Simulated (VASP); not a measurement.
# BN (P6_3/mmc) in VASP: notebook, part 2 of 2

VASP 6.6.1. The steps go on from the part before.

### 5 Relaxation of cell and atoms, PBE+D3(BJ)

INCAR

```
PREC = Accurate
ENCUT = 600
EDIFF = 1E-6
ISMEAR = 0
SIGMA = 0.02
LREAL = False
LASPH = True
NELM = 80
ALGO = Normal
ISIF = 3
LWAVE = False
LCHARG = False
GGA = PE
IVDW = 12
IBRION = 2
NSW = 100
EDIFFG = -0.005
```

KPOINTS

```
Automatic mesh
0
Gamma
  12 12 4
```

POSCAR

```
BN
1.0
    2.4982400000      0.0000000000      0.0000000000
   -1.2491200000      2.1635393048      0.0000000000
    0.0000000000      0.0000000000      6.6357000000
B N
2 2
Direct
    0.3333333333      0.6666666667      0.2500000000
    0.6666666667      0.3333333333      0.7500000000
    0.3333333333      0.6666666667      0.7500000000
    0.6666666667      0.3333333333      0.2500000000
```

Potentials or basis: VASP PAW PBE potentials, release 64 (B, N).

Command:

```bash
cat potpaw_PBE.64/B/POTCAR potpaw_PBE.64/N/POTCAR > POTCAR
mpirun -np 1 vasp_std > vasp.out
```

OUTCAR:

```text
PREC = Accurate
   ENCUT = 600
   EDIFF = 1E-6
   ISMEAR = 0
   LREAL = False
   LASPH = True
   NELM = 80
   ISIF = 3
   GGA = PE
   IVDW = 12
   IBRION = 2
   NSW = 100
   EDIFFG = -0.005
 IVDW          = 12

 ion  position               nearest neighbor table
   1  0.333  0.667  0.250-   4 1.44   4 1.44   4 1.44
   2  0.667  0.333  0.750-   3 1.44   3 1.44   3 1.44
   3  0.333  0.667  0.750-   2 1.44   2 1.44   2 1.44
   4  0.667  0.333  0.250-   1 1.44   1 1.44   1 1.44

  LATTYP: Found a hexagonal cell.
 ALAT       =     2.4982400000
 C/A-ratio  =     2.6561499296

  Lattice vectors:

 A1 = (   2.4982400000,   0.0000000000,   0.0000000000)
 A2 = (  -1.2491200000,   2.1635393048,   0.0000000000)
 A3 = (   0.0000000000,   0.0000000000,   6.6357000000)

Analysis of symmetry for initial positions (statically):
=====================================================================
 Subroutine PRICEL returns:
 Original cell was already a primitive cell.

 Routine SETGRP: Setting up the symmetry group for a
 hexagonal supercell.

 Subroutine GETGRP returns: Found 24 space group operations
 (whereof 12 operations were pure point group operations)
 out of a pool of 24 trial point group operations.

The static configuration has the point symmetry D_3d.
 The point group associated with its full space group is D_6h.

Analysis of symmetry for dynamics (positions and initial velocities):
=====================================================================
 Subroutine PRICEL returns:
 Original cell was already a primitive cell.

 Routine SETGRP: Setting up the symmetry group for a
 hexagonal supercell.

 Subroutine GETGRP returns: Found 24 space group operations
 (whereof 12 operations were pure point group operations)
 out of a pool of 24 trial point group operations.

The dynamic configuration has the point symmetry D_3d.
 The point group associated with its full space group is D_6h.

 Subroutine INISYM returns: Found 24 space group operations
 (whereof 12 operations are pure point group operations),
 and found     1 'primitive' translations

[... 115 lines left out ...]
   IALGO  =     38    algorithm
   IMIX   =      4    mixing-type and parameters
     AMIX     =   0.40;   BMIX     =  1.00
     AMIX_MAG =   1.60;   BMIX_MAG =  1.00
  volume/ion in A,a.u.               =       8.97        60.51
  Fermi-wavevector in a.u.,A,eV,Ry     =   1.250891  2.363842 21.289433  1.564729
  Thomas-Fermi vector in A             =   2.384864
   LORBIT       =      0    0 simple, 1 ext, 2 COOP (PROOUT), +10 PAW based schemes
   GGA     = PE    functional components
   LHFCALC =     F    Hartree Fock is set to
   AEXX    =    0.0000 exact exchange contribution
   IVDW    =    12    specifies the selected vdW correction
   LEPSILON=     F    determine dielectric tensor
   LRPA    =     F    only Hartree local field effects (RPA)
 conjugate gradient relaxation of ions
 non-spin polarized calculation
 Gauss-broadening in eV      SIGMA  =   0.02
  energy-cutoff  :      600.00
  volume of cell :       35.87
 maximum number of plane-waves:      1224
 NGX is ok and might be reduce to    20
   NGX =  9   NGY =  9   NGZ = 27

--------------------------------------- Ionic step        1  -------------------------------------------

 number of electron      15.9999998 magnetization

 Free energy of the ion-electron system (eV)
  ---------------------------------------------------
  ext. energy  EPLUGINS =         0.00000000
  ---------------------------------------------------
  free energy    TOTEN  =       -35.15342225 eV

  energy without entropy =      -35.15342225  energy(sigma->0) =      -35.15342225

------------------------ aborting loop because EDIFF is reached ----------------------------------------

 Edisp (eV)   -0.56768

 E8    (eV) :    -0.1663
[... 327 lines left out ...]
--------------------------------------- Ionic step        9  -------------------------------------------

 number of electron      15.9999998 magnetization

 Free energy of the ion-electron system (eV)
  ---------------------------------------------------
  ext. energy  EPLUGINS =         0.00000000
  ---------------------------------------------------
  free energy    TOTEN  =       -35.15220961 eV

  energy without entropy =      -35.15220961  energy(sigma->0) =      -35.15220961

 E-fermi :   2.5115     XC(G=0): -10.1447

 val. band max:        2.3676861324   @ k =   0.3333   0.2500   0.0000
 cond. band min:       6.6138908062   @ k =   0.5000   0.0000   0.0000
 fundamental gap:      4.2462046738
 Fermi energy:         2.5115147830

 k-point     1 :       0.0000    0.0000    0.0000
  band No.  band energies     occupation
      1     -15.4370      2.00000
      2     -15.1144      2.00000
      3      -3.8954      2.00000
      4      -1.6407      2.00000
      5       1.0252      2.00000
      6       1.0252      2.00000
      7       1.0671      2.00000
      8       1.0671      2.00000
      9       7.6979      0.00000
     10      12.8079      0.00000
     11      13.8791      0.00000
     12      13.8791      0.00000
[... 331 lines left out ...]
 k-point    24 :       0.3333    0.0000    0.2500
  band No.  band energies     occupation
      1     -13.4191      2.00000
      2     -13.2551      2.00000
      3      -4.5250      2.00000
      4      -4.4597      2.00000
      5      -1.2180      2.00000
      6      -1.1691      2.00000
      7      -0.8515      2.00000
      8       0.4380      2.00000
      9       9.1842      0.00000
     10       9.8120      0.00000
     11      11.3726      0.00000
     12      12.5564      0.00000

 [... further k-points ...]

------------------------ aborting loop because EDIFF is reached ----------------------------------------

 Edisp (eV)   -0.57193

 E8    (eV) :    -0.1677
[... 27 lines left out ...]
  FREE ENERGIE OF THE ION-ELECTRON SYSTEM (eV)
  ---------------------------------------------------
  free  energy   TOTEN  =       -35.7241353080 eV

  energy  without entropy=      -35.7241353080  energy(sigma->0) =      -35.72413531

 reached required accuracy - stopping structural energy minimisation
```

Wall time 76 s (1 thread of Intel Xeon Platinum 8488C (Sapphire Rapids), shared host); peak memory 0.18 GiB.

What came out:

| Property | Result |
| --- | --- |
| Free energy | -35.7241 eV |
| Relaxed volume | 8.92 Å³/atom |
| Relaxed cell | a = 2.506 Å, b = 2.506 Å, c = 6.561 Å, α = 90.00°, β = 90.00°, γ = 120.00° |
| Space group after relaxing (to 0.05 Å) | P6_3/mmc (No. 194) |
| Energy gained by relaxing | 0.8 meV/atom |
| Ionic steps | 9 |
| Pressure after relaxing | 0.0 GPa |
| Band gap on the k mesh | 4.25 eV, indirect (least direct gap 4.63 eV) |
| Dispersion energy per atom | -0.143 eV |

The path:
```
step  energy change (eV)  largest force (eV/Å)  pressure (GPa)  volume (Å³)
   1              0.0000                0.0000            2.26        35.87
   2              0.0069                0.0000           -4.50        36.53
   3             -0.0026                0.0000           -0.12        36.09
   4             -0.0026                0.0000           -0.09        36.09
   5             -0.0027                0.0000           -0.07        36.06
   6             -0.0028                0.0000           -0.05        35.98
   7             -0.0030                0.0000           -0.01        35.82
   8             -0.0029                0.0000            0.08        35.49
   9             -0.0030                0.0000            0.01        35.69
```

Final structure:
```yaml
crystal:
  lattice:
    - [2.50625, 0.00000, 0.00000]
    - [-1.25313, 2.17048, 0.00000]
    - [0.00000, 0.00000, 6.56055]
  atoms:
    - { symbol: B, position: [0.33333, 0.66667, 0.25000] }
    - { symbol: B, position: [0.66667, 0.33333, 0.75000] }
    - { symbol: N, position: [0.33333, 0.66667, 0.75000] }
    - { symbol: N, position: [0.66667, 0.33333, 0.25000] }
```

### 6 Relaxation of cell and atoms, PBE+D3(BJ)

INCAR is that of step 5.

KPOINTS is that of step 5.

POSCAR is that of step 5.

Potentials or basis: VASP PAW PBE potentials, release 64 (B, N).

Command:

```bash
cat potpaw_PBE.64/B/POTCAR potpaw_PBE.64/N/POTCAR > POTCAR
mpirun -np 1 vasp_std > vasp.out
```

Wall time 2.1 min (1 thread of Intel Xeon 6975P-C, shared host); peak memory 0.18 GiB.

The run converged. Its results:

- Free energy: -35.7241 eV
- Relaxed volume: 8.92 Å³/atom
- Relaxed cell: a = 2.506 Å, b = 2.506 Å, c = 6.561 Å, α = 90.00°, β = 90.00°, γ = 120.00°
- Space group after relaxing (to 0.05 Å): P6_3/mmc (No. 194)
- Energy gained by relaxing: 0.8 meV/atom
- Ionic steps: 9
- Pressure after relaxing: 0.0 GPa
- Band gap on the k mesh: 4.25 eV, indirect (least direct gap 4.63 eV)
- Dispersion energy per atom: -0.143 eV

Step by step:
```tsv
step	energy change (eV)	largest force (eV/Å)	pressure (GPa)	volume (Å³)
1	0.0000	0.0000	2.26	35.87
2	0.0069	0.0000	-4.50	36.53
3	-0.0026	0.0000	-0.12	36.09
4	-0.0026	0.0000	-0.09	36.09
5	-0.0027	0.0000	-0.07	36.06
6	-0.0028	0.0000	-0.05	35.98
7	-0.0030	0.0000	-0.01	35.82
8	-0.0029	0.0000	0.08	35.49
9	-0.0030	0.0000	0.01	35.69
```

Final structure:
```
B N
1.0
     2.50625    0.00000    0.00000
    -1.25313    2.17048    0.00000
     0.00000    0.00000    6.56055
B N
2 2
Direct
  0.33333 0.66667 0.25000
  0.66667 0.33333 0.75000
  0.33333 0.66667 0.75000
  0.66667 0.33333 0.25000
```

Levels at points of the mesh, in eV from the valence-band top:
```tsv
k point	band 4	band 5	band 6	band 7	band 8	band 9	band 10	band 11	band 12
(0.00, 0.00, 0.00)	-4.01	-1.34	-1.34	-1.30	-1.30	5.33	10.44	11.51	11.51
(0.50, 0.00, 0.00)	-8.83	-4.15	-4.08	-1.49	-0.41	4.25	5.69	9.51	9.91
(0.00, 0.00, 0.50)	-5.27	-1.32	-1.32	-1.32	-1.32	7.76	7.76	11.58	11.58
(0.50, 0.00, 0.50)	-8.87	-4.11	-4.11	-0.92	-0.92	4.72	4.72	9.89	9.89
```

A k mesh can miss the band edges. As with any semilocal functional, this PBE gap is likely too small.

### 7 The runs side by side

```tsv
task	cell	k mesh	cutoff (eV)	smearing	gap on the mesh (eV)	pressure (GPa)
single point	a = 2.498, b = 2.498, c = 6.636 Å, angles 90.0, 90.0, 120.0°, 4 atoms	9 × 9 × 4	520	gaussian 0.1 eV	4.41	2.4
relaxation of cell and atoms	relaxed from a = 2.498, b = 2.498, c = 6.636 Å, angles 90.0, 90.0, 120.0°, 4 atoms	12 × 12 × 4	600	gaussian 0.02 eV	4.25	0.0
single point	a = 2.506, b = 2.506, c = 6.614 Å, angles 90.0, 90.0, 120.0°, 4 atoms	12 × 12 × 4	520	gaussian 0.02 eV	4.27	0.1
```

Alike in all rows: level PBE+D3(BJ); potentials or basis VASP PAW PBE potentials, release 64 (B, N); no spin polarisation.

Total energies depend on the potentials used, so only differences within one code and one set of settings carry meaning.
